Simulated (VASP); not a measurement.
# InF3 (R-3c) in VASP: notebook

InF3 is run at these levels: LDA; tasks: single point.

Everything below comes from runs of VASP 6.6.1. Logs are shortened: lines on timing, memory, paths and dates and some standing lists are left out, and cuts for length are marked.

### 1 The cell of the first run

The structure is trigonal, space group R-3c (No. 167). Conventional cell: a = 4.931 Å, b = 4.931 Å, c = 14.560 Å, α = 90.00°, β = 90.00°, γ = 120.00°. Within 2.7 Å of In (site symmetry -3) lie 6 F at 2.05 Å. Within 2.7 Å of F (site symmetry 2) lie 2 In at 2.05 Å.

### 2 Single point, LDA (volume scaled by 0.94, then relaxed in part)

INCAR

```
PREC     = Accurate       # precision mode
ENCUT    = 520            # plane-wave cutoff, eV
EDIFF    = 1E-6           # SCF threshold, eV
ISMEAR   = 0              # smearing method
SIGMA    = 0.02           # smearing width, eV
LREAL    = False          # projectors in reciprocal space
LASPH    = True           # aspherical terms in the spheres
NELM     = 60             # most SCF steps
ALGO     = Normal         # electronic algorithm
ISIF     = 2              # what is computed and relaxed
LWAVE    = False          # write WAVECAR
LCHARG   = True           # write CHGCAR
LELF     = True           # ELF
LVHAR    = True         
NBANDS   = 44             # bands
```

KPOINTS

```
Automatic mesh
0
Gamma
  6 6 6
```

POSCAR

```
InF3
1.0
    2.4656734924      1.4235572546      4.8533273547
   -2.4656734924      1.4235572546      4.8533273547
    0.0000000000     -2.8471145091      4.8533273547
In F
2 6
Direct
    0.0000000000      0.0000000000      0.0000000000
    0.5000000000      0.5000000000      0.5000000000
    0.9213397051      0.5786602949      0.2500000000
    0.2500000000      0.9213397051      0.5786602949
    0.5786602949      0.2500000000      0.9213397051
    0.0786602949      0.4213397051      0.7500000000
    0.7500000000      0.0786602949      0.4213397051
    0.4213397051      0.7500000000      0.0786602949
```

Potentials or basis: VASP PAW LDA potentials, release 64 (In_d, F).

Command:

```
> cat potpaw_LDA.64/In_d/POTCAR potpaw_LDA.64/F/POTCAR > POTCAR
> mpirun -np 1 vasp_std > vasp.out
```

OUTCAR:

```text
PREC = Accurate
   ENCUT = 520
   EDIFF = 1E-6
   ISMEAR = 0
   LREAL = False
   LASPH = True
   NELM = 60
   ISIF = 2

 ion  position               nearest neighbor table
   1  0.000  0.000  0.000-   4 2.05   7 2.05   5 2.05   8 2.05   3 2.05   6 2.05   2 3.74   2 3.74
                             2 3.74   2 3.74   2 3.74   2 3.74
   2  0.500  0.500  0.500-   5 2.05   8 2.05   7 2.05   4 2.05   3 2.05   6 2.05   1 3.74   1 3.74
                             1 3.74   1 3.74   1 3.74   1 3.74
   3  0.921  0.579  0.250-   1 2.05   2 2.05
   4  0.250  0.921  0.579-   1 2.05   2 2.05
   5  0.579  0.250  0.921-   2 2.05   1 2.05
   6  0.079  0.421  0.750-   1 2.05   2 2.05
   7  0.750  0.079  0.421-   1 2.05   2 2.05
   8  0.421  0.750  0.079-   2 2.05   1 2.05

  LATTYP: Found a trigonal (rhomboedric) cell.
 ALAT       =     5.6267972631
 COS(alpha) =     0.6159581147

  Lattice vectors:

 A1 = (   2.4656734924,   1.4235572546,   4.8533273547)
 A2 = (  -2.4656734924,   1.4235572546,   4.8533273547)
 A3 = (   0.0000000000,  -2.8471145091,   4.8533273547)

Analysis of symmetry for initial positions (statically):
=====================================================================
 Subroutine PRICEL returns:
 Original cell was already a primitive cell.

 Routine SETGRP: Setting up the symmetry group for a
 trigonal (rhombohedral) supercell.

 Subroutine GETGRP returns: Found 12 space group operations
 (whereof  6 operations were pure point group operations)
 out of a pool of 12 trial point group operations.

The static configuration has the point symmetry S_6 .
 The point group associated with its full space group is D_3d.

Analysis of symmetry for dynamics (positions and initial velocities):
=====================================================================
 Subroutine PRICEL returns:
 Original cell was already a primitive cell.

 Routine SETGRP: Setting up the symmetry group for a
 trigonal (rhombohedral) supercell.

 Subroutine GETGRP returns: Found 12 space group operations
 (whereof  6 operations were pure point group operations)
 out of a pool of 12 trial point group operations.

The dynamic configuration has the point symmetry S_6 .
 The point group associated with its full space group is D_3d.

 Subroutine INISYM returns: Found 12 space group operations
 (whereof  6 operations are pure point group operations),
 and found     1 'primitive' translations

----------------------------------------------------------------------------------------

                                     Primitive cell

  volume of cell :     102.2119

  direct lattice vectors                    reciprocal lattice vectors
     2.465673492  1.423557255  4.853327355     0.202784351  0.117077600  0.068681403
    -2.465673492  1.423557255  4.853327355    -0.202784351  0.117077600  0.068681403
     0.000000000 -2.847114509  4.853327355     0.000000000 -0.234155200  0.068681403

  length of vectors
     5.626797263  5.626797263  5.626797263     0.244020066  0.244020066  0.244020066

  position of ions in fractional coordinates (direct lattice)
     0.000000000  0.000000000  0.000000000
     0.500000000  0.500000000  0.500000000
     0.921339705  0.578660295  0.250000000
     0.250000000  0.921339705  0.578660295
     0.578660295  0.250000000  0.921339705
     0.078660295  0.421339705  0.750000000
     0.750000000  0.078660295  0.421339705
     0.421339705  0.750000000  0.078660295

  ion indices of the primitive-cell ions
   primitive index   ion index
                 1           1
                 2           2
                 3           3
                 4           4
                 5           5
                 6           6
                 7           7
                 8           8

----------------------------------------------------------------------------------------

 KPOINTS: Automatic mesh

Automatic generation of k-mesh.
 Grid dimensions read from file:
 generate k-points for:    6    6    6

 Generating k-lattice:

  Cartesian coordinates                     Fractional coordinates (reciprocal lattice)
     0.033797392  0.019512933  0.011446901     0.166666667  0.000000000  0.000000000
    -0.033797392  0.019512933  0.011446901     0.000000000  0.166666667  0.000000000
     0.000000000 -0.039025867  0.011446901     0.000000000  0.000000000  0.166666667

  Length of vectors
     0.040670011  0.040670011  0.040670011

  Shift w.r.t. Gamma in fractional coordinates (k-lattice)
     0.000000000  0.000000000  0.000000000

 Subroutine IBZKPT returns following result:
 ===========================================

 Found     32 irreducible k-points:

 Following reciprocal coordinates:
            Coordinates               Weight
  0.000000  0.000000  0.000000      1.000000
  0.166667  0.000000  0.000000      6.000000
  0.333333  0.000000  0.000000      6.000000
  0.500000  0.000000  0.000000      3.000000
  0.166667  0.166667  0.000000      6.000000
[... 45 lines left out ...]
  Fermi-wavevector in a.u.,A,eV,Ry     =   1.429148  2.700699 27.789429  2.042465
  Thomas-Fermi vector in A             =   2.549133
   LORBIT       =      0    0 simple, 1 ext, 2 COOP (PROOUT), +10 PAW based schemes
   GGA     = CA    functional components
   LHFCALC =     F    Hartree Fock is set to
   AEXX    =    0.0000 exact exchange contribution
   IVDW    =     0    specifies the selected vdW correction
   LEPSILON=     F    determine dielectric tensor
   LRPA    =     F    only Hartree local field effects (RPA)
 non-spin polarized calculation
 Gauss-broadening in eV      SIGMA  =   0.02
  energy-cutoff  :      520.00
  volume of cell :      102.21
 maximum number of plane-waves:      2778
 NGX is ok and might be reduce to    42
   NGX = 21   NGY = 21   NGZ = 21

 number of electron      68.0000011 magnetization

 Free energy of the ion-electron system (eV)
  ---------------------------------------------------
  ext. energy  EPLUGINS =         0.00000000
  ---------------------------------------------------
  free energy    TOTEN  =       -40.28456558 eV

  energy without entropy =      -40.28456558  energy(sigma->0) =      -40.28456558

 E-fermi :   0.0019     XC(G=0): -10.7551

 val. band max:       -0.1169741052   @ k =   0.0000   0.0000   0.0000
 cond. band min:       4.1218087799   @ k =   0.0000   0.0000   0.0000
 fundamental gap:      4.2387828851
 Fermi energy:         0.0018966512

 k-point     1 :       0.0000    0.0000    0.0000
  band No.  band energies     occupation
      1     -20.4936      2.00000
      2     -19.8844      2.00000
      3     -19.8844      2.00000
      4     -19.7883      2.00000
      5     -19.5746      2.00000
      6     -19.5746      2.00000
[... 36 lines left out ...]
     43      13.8984      0.00000
     44      14.4446      0.00000

 k-point     2 :       0.1667    0.0000    0.0000
  band No.  band energies     occupation
      1     -20.4315      2.00000
      2     -19.8919      2.00000
      3     -19.8717      2.00000
      4     -19.7832      2.00000
      5     -19.6243      2.00000
      6     -19.6105      2.00000
[... 36 lines left out ...]
     43      14.6494      0.00000
     44      15.0455      0.00000

 k-point     3 :       0.3333    0.0000    0.0000
  band No.  band energies     occupation
      1     -20.2639      2.00000
      2     -19.9046      2.00000
      3     -19.8387      2.00000
      4     -19.7971      2.00000
      5     -19.7388      2.00000
      6     -19.6967      2.00000
[... 36 lines left out ...]
     43      14.9400      0.00000
     44      15.3940      0.00000

 k-point     4 :       0.5000    0.0000    0.0000
  band No.  band energies     occupation
      1     -20.0464      2.00000
      2     -20.0464      2.00000
      3     -19.8018      2.00000
      4     -19.8018      2.00000
      5     -19.7784      2.00000
      6     -19.7784      2.00000
[... 882 lines left out ...]
     43      14.6876      0.00000
     44      15.4940      0.00000

 k-point    23 :       0.5000    0.5000    0.1667
  band No.  band energies     occupation
      1     -20.1617      2.00000
      2     -20.0074      2.00000
      3     -19.8430      2.00000
      4     -19.8102      2.00000
      5     -19.7179      2.00000
      6     -19.6982      2.00000
[... 36 lines left out ...]
     43      14.4221      0.00000
     44      14.8099      0.00000

 k-point    24 :      -0.3333    0.5000    0.1667
  band No.  band energies     occupation
      1     -20.0785      2.00000
      2     -20.0030      2.00000
      3     -19.8741      2.00000
      4     -19.8368      2.00000
      5     -19.7315      2.00000
      6     -19.7173      2.00000
[... 36 lines left out ...]
     43      14.7132      0.00000
     44      15.2128      0.00000

 [... further k-points ...]
[... 5 lines left out ...]
  --------------------------------------------------------------------------------------
  -------------------------------------------------------------------------------------
  Total        1.8407860      1.8407860      2.0192245     -0.0000000      0.0000000      0.0000000
  in kB       28.8544322     28.8544322     31.6514666     -0.0000000      0.0000000      0.0000000
  external PRESSURE =      29.7867770 kB  Pullay stress =       0.0000000 kB

 VOLUME and BASIS-vectors are now :
 -----------------------------------------------------------------------------
  energy-cutoff  :      520.00
  volume of cell :      102.21
      direct lattice vectors                 reciprocal lattice vectors
     2.465673492  1.423557255  4.853327355     0.202784351  0.117077600  0.068681403
    -2.465673492  1.423557255  4.853327355    -0.202784351  0.117077600  0.068681403
     0.000000000 -2.847114509  4.853327355     0.000000000 -0.234155200  0.068681403

 POSITION                                       TOTAL-FORCE (eV/Angst)
 -----------------------------------------------------------------------------------
      0.00000      0.00000      0.00000         0.000000      0.000000      0.000000
      0.00000      0.00000      7.27999         0.000000     -0.000000      0.000000
      0.84494      1.42356      8.49332         0.051859     -0.000000     -0.000000
     -1.65530      0.01996      8.49332        -0.025930      0.044911      0.000000
      0.81037     -1.44351      8.49332        -0.025930     -0.044911      0.000000
     -0.84494     -1.42356      6.06666        -0.051859      0.000000      0.000000
      1.65530     -0.01996      6.06666         0.025930     -0.044911      0.000000
     -0.81037      1.44351      6.06666         0.025930      0.044911      0.000000
 -----------------------------------------------------------------------------------
    total drift:                               -0.000000      0.000000     -0.000000

  FREE ENERGIE OF THE ION-ELECTRON SYSTEM (eV)
  ---------------------------------------------------
  free  energy   TOTEN  =       -40.2845655803 eV

  energy  without entropy=      -40.2845655803  energy(sigma->0) =      -40.28456558
```

It took 83 s on 1 thread of Intel Xeon 6975P-C (Granite Rapids), shared host; peak memory 0.27 GiB.

What came out:

| Quantity | Value |
| --- | --- |
| Free energy | -40.2846 eV |
| Pressure | 3.0 GPa |
| Largest force | 0.052 eV/Å |
| Band gap on the k mesh | 4.24 eV, direct |

Forces in eV/Å, atoms in the order of the input:
```
In   0.000  0.000  0.000
In   0.000  0.000  0.000
F    0.052  0.000  0.000
F   -0.026  0.045  0.000
F   -0.026 -0.045  0.000
F   -0.052  0.000  0.000
F    0.026 -0.045  0.000
F    0.026  0.045  0.000
```

Stress tensor (GPa, compression positive):
```
2.89 0.00 0.00
0.00 2.89 0.00
0.00 0.00 3.17
```

Levels at points of the mesh, in eV from the valence-band top:
| k point | band 31 | band 32 | band 33 | band 34 | band 35 | band 36 | band 37 | band 38 |
| --- | --- | --- | --- | --- | --- | --- | --- | --- |
| (0.00, 0.00, 0.00) | -0.21 | -0.21 | 0.00 | 0.00 | 4.24 | 9.84 | 10.45 | 12.04 |
| (0.50, 0.00, 0.00) | -0.33 | -0.33 | -0.22 | -0.22 | 7.07 | 7.07 | 11.35 | 11.35 |
| (0.50, 0.50, 0.00) | -0.32 | -0.17 | -0.15 | -0.06 | 7.04 | 8.50 | 9.80 | 10.78 |
| (0.50, 0.50, 0.50) | -0.11 | -0.11 | -0.11 | -0.11 | 6.72 | 6.72 | 12.23 | 12.23 |

Caveat: the cell differs from its parent crystal (volume scaled by 0.94, then relaxed in part); spin-orbit coupling is left out, which moves the levels of the heavy elements.

### 3 Single point, LDA (volume scaled by 0.97, then relaxed in part)

INCAR

```
SYSTEM = InF3
PREC = Accurate
ENCUT = 520
EDIFF = 1E-6
ISMEAR = 0
SIGMA = 0.02
LREAL = .False.
LASPH = .True.
NELM = 60
ALGO = Normal
ISIF = 2
LWAVE = .False.
LCHARG = .True.
GGA = CA
LELF = .True.
LVHAR = .True.
NBANDS = 44
```

KPOINTS

```
regular mesh
0
Gamma
  6 6 6
  0 0 0
```

POSCAR

```
InF3
1.0
    2.5047580503      1.4461227346      4.8531424190
   -2.5047580503      1.4461227346      4.8531424190
    0.0000000000     -2.8922454692      4.8531424190
In F
2 6
Direct
    0.0000000000      0.0000000000      0.0000000000
    0.5000000000      0.5000000000      0.5000000000
    0.9129517833      0.5870482167      0.2500000000
    0.2500000000      0.9129517833      0.5870482167
    0.5870482167      0.2500000000      0.9129517833
    0.0870482167      0.4129517833      0.7500000000
    0.7500000000      0.0870482167      0.4129517833
    0.4129517833      0.7500000000      0.0870482167
```

Potentials or basis: VASP PAW LDA potentials, release 64 (In_d, F).

Command:

```
> cat potpaw_LDA.64/In_d/POTCAR potpaw_LDA.64/F/POTCAR > POTCAR
> mpirun -np 1 vasp_std > vasp.out
```

Wall time 86 s (1 thread of Intel Xeon 6975P-C (Granite Rapids), shared host); peak memory 0.27 GiB.

The run converged. Its results:

* Free energy: -40.3230 eV
* Pressure: 1.5 GPa
* Largest force: 0.048 eV/Å
* Band gap on the k mesh: 4.25 eV, direct

Forces on the atoms (eV/Å):
```
In   0.000  0.000  0.000
In   0.000  0.000  0.000
F    0.048  0.000  0.000
F   -0.024  0.042  0.000
F   -0.024 -0.042  0.000
F   -0.048  0.000  0.000
F    0.024 -0.042  0.000
F    0.024  0.042  0.000
```

Stress tensor (GPa, compression positive):
```
1.42 0.00 0.00
0.00 1.42 0.00
0.00 0.00 1.68
```

Levels at points of the mesh, in eV from the valence-band top:
```
           k point  band 30  band 31  band 32  band 33  band 34  band 35  band 36  band 37  band 38  band 39
(0.00, 0.00, 0.00)    -0.21    -0.19    -0.19     0.00     0.00     4.25     9.85    10.50    11.96    11.96
(0.50, 0.00, 0.00)    -0.50    -0.31    -0.31    -0.17    -0.17     7.03     7.03    11.32    11.32    12.10
(0.50, 0.50, 0.00)    -0.38    -0.29    -0.17    -0.09    -0.03     6.99     8.51     9.81    10.75    11.03
(0.50, 0.50, 0.50)    -0.67    -0.11    -0.11    -0.11    -0.11     6.73     6.73    12.14    12.14    12.74
```

Caveat: the cell differs from its parent crystal (volume scaled by 0.97, then relaxed in part); spin-orbit coupling is left out, which moves the levels of the heavy elements. A k mesh can miss the band edges.

### 4 Single point, LDA

This run uses another cell than the first one, of 13.59 Å³/atom, 1.064 times its volume.

INCAR

```
SYSTEM = InF3
PREC = Accurate
ENCUT = 520
EDIFF = 1E-6
ISMEAR = 0
SIGMA = 0.02
LREAL = .False.
LASPH = .True.
NELM = 100
ALGO = Normal
ISIF = 2
LWAVE = .False.
LCHARG = .False.
NBANDS = 44
```

KPOINTS

```
Automatic mesh
0
Gamma
  6 6 6
  0 0 0
```

POSCAR

```
InF3
1.0
    2.5446282154      1.4691417852      4.8476827165
   -2.5446282154      1.4691417852      4.8476827165
    0.0000000000     -2.9382835703      4.8476827165
In F
2 6
Direct
    0.0000000000      0.0000000000      0.0000000000
    0.5000000000      0.5000000000      0.5000000000
    0.9037366083      0.5962633917      0.2500000000
    0.2500000000      0.9037366083      0.5962633917
    0.5962633917      0.2500000000      0.9037366083
    0.0962633917      0.4037366083      0.7500000000
    0.7500000000      0.0962633917      0.4037366083
    0.4037366083      0.7500000000      0.0962633917
```

Command:

```
> cat potpaw_LDA.64/In_d/POTCAR potpaw_LDA.64/F/POTCAR > POTCAR
> mpirun -np 1 vasp_std > vasp.out
```

It took 91 s on 1 thread of Intel Xeon 6975P-C (Granite Rapids), shared host; peak memory 0.28 GiB.

The run converged. Its results:

| Item | Value |
| --- | --- |
| Free energy | -40.3365 eV |
| Pressure | 0.6 GPa |
| Largest force | 0.048 eV/Å |
| Band gap on the k mesh | 4.26 eV, indirect (least direct gap 4.27 eV) |

Forces in eV/Å, atoms in the order of the input:
```
In   0.000  0.000  0.000
In   0.000  0.000  0.000
F    0.048  0.000  0.000
F   -0.024  0.041  0.000
F   -0.024 -0.041  0.000
F   -0.048  0.000  0.000
F    0.024 -0.041  0.000
F    0.024  0.041  0.000
```

Stress tensor (GPa, compression positive):
```
0.51 0.00 0.00
0.00 0.51 0.00
0.00 0.00 0.68
```

Levels at points of the mesh, in eV from the valence-band top:
| k point | band 30 | band 31 | band 32 | band 33 | band 34 | band 35 | band 36 | band 37 | band 38 | band 39 |
| --- | --- | --- | --- | --- | --- | --- | --- | --- | --- | --- |
| (0.00, 0.00, 0.00) | -0.20 | -0.16 | -0.16 | -0.01 | -0.01 | 4.26 | 9.89 | 10.55 | 11.87 | 11.87 |
| (0.50, 0.00, 0.00) | -0.47 | -0.30 | -0.30 | -0.15 | -0.15 | 6.99 | 6.99 | 11.27 | 11.27 | 12.12 |
| (0.50, 0.50, 0.00) | -0.32 | -0.29 | -0.19 | -0.07 | 0.00 | 6.95 | 8.52 | 9.79 | 10.72 | 10.99 |
| (0.50, 0.50, 0.50) | -0.63 | -0.12 | -0.12 | -0.12 | -0.12 | 6.74 | 6.74 | 12.04 | 12.04 | 12.70 |

Caveat: spin-orbit coupling is left out, which moves the levels of the heavy elements.

### 5 Single point, LDA

This run uses another cell than the first one, of 13.59 Å³/atom, 1.064 times its volume.

INCAR

```
  ALGO = Normal
  EDIFF = 1E-6
  ENCUT = 520
  ISIF = 2
  ISMEAR = 0
  LASPH = True
  LCHARG = False
  LREAL = False
  LWAVE = False
  NBANDS = 44
  NELM = 60
  PREC = Accurate
  SIGMA = 0.02
```

KPOINTS

```
k-points
0
Gamma
  6 6 6
```

POSCAR is that of step 4.

Command:

```
> cat potpaw_LDA.64/In_d/POTCAR potpaw_LDA.64/F/POTCAR > POTCAR
> mpirun -np 1 vasp_std > vasp.out
```

Run time: 85 s. Hardware: 1 thread of Intel Xeon 6975P-C (Granite Rapids), shared host; peak memory 0.27 GiB.

Results (log left out):

- Free energy: -40.3365 eV
- Pressure: 0.6 GPa
- Largest force: 0.048 eV/Å
- Band gap on the k mesh: 4.26 eV, indirect (least direct gap 4.27 eV)

Forces on the atoms (eV/Å):
```
In   0.000  0.000  0.000
In   0.000  0.000  0.000
F    0.048  0.000  0.000
F   -0.024  0.041  0.000
F   -0.024 -0.041  0.000
F   -0.048  0.000  0.000
F    0.024 -0.041  0.000
F    0.024  0.041  0.000
```

Stress tensor (GPa, compression positive):
```
0.51 0.00 0.00
0.00 0.51 0.00
0.00 0.00 0.68
```

Levels at points of the mesh, in eV from the valence-band top:
```
           k point  band 30  band 31  band 32  band 33  band 34  band 35  band 36  band 37  band 38  band 39
(0.00, 0.00, 0.00)    -0.20    -0.16    -0.16    -0.01    -0.01     4.26     9.89    10.55    11.87    11.87
(0.50, 0.00, 0.00)    -0.47    -0.30    -0.30    -0.15    -0.15     6.99     6.99    11.27    11.27    12.12
(0.50, 0.50, 0.00)    -0.32    -0.29    -0.19    -0.07     0.00     6.95     8.52     9.79    10.72    10.99
(0.50, 0.50, 0.50)    -0.63    -0.12    -0.12    -0.12    -0.12     6.74     6.74    12.04    12.04    12.70
```

Caveat: spin-orbit coupling is left out, which moves the levels of the heavy elements.

### 6 The runs side by side

| cell | gap on the mesh (eV) | pressure (GPa) | largest force (eV/Å) |
| --- | --- | --- | --- |
| a = 5.627 Å, angles 52.0°, 8 atoms | 4.24 | 3.0 | 0.05 |
| a = 5.650 Å, angles 52.6°, 8 atoms | 4.25 | 1.5 | 0.05 |
| a = 5.669 Å, angles 53.3°, 8 atoms | 4.26 | 0.6 | 0.05 |

Alike in all rows: task single point; level LDA; potentials or basis VASP PAW LDA potentials, release 64 (In_d, F); no spin polarisation; k mesh 6 × 6 × 6; cutoff (eV) 520; smearing gaussian 0.02 eV.

Caveats: spin-orbit coupling is left out, which moves the levels of the heavy elements.

Absolute energies hang on the potentials; compare differences alone.
